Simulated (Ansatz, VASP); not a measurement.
## BAs: VASP beside Ansatz

```xyz
2
Lattice="0.0000 2.3919 2.3919 2.3919 0.0000 2.3919 2.3919 2.3919 0.0000" Properties=species:S:1:pos:R:3 pbc="T T T"
B     0.0000    0.0000    0.0000
As    1.1959    1.1959    1.1959
```

Alike in both runs: task single point; functional PBE; k mesh 10 × 10 × 10; occupations fermi-dirac, width 0.02 eV; non-collinear spin, spin-orbit coupling.

|  | VASP | Ansatz |
| --- | --- | --- |
| version | VASP 6.6.1 | Ansatz 0.2.0 |
| potentials or method | VASP PAW PBE potentials, release 64 (B, As) | plane waves, PAW |
| plane-wave cutoff (eV) | 520 | 420 |
| valence electrons in the cell | 8 | 18 |

```csv
,VASP,Ansatz,Ansatz less VASP
pressure (GPa),2.8,2.2,-0.68
net moment per atom (μB),0.00,0.00,0.000
```

VASP's potentials hold 8 valence electrons a cell and Ansatz's 18, so a difference there can come from the potentials and not from the codes.
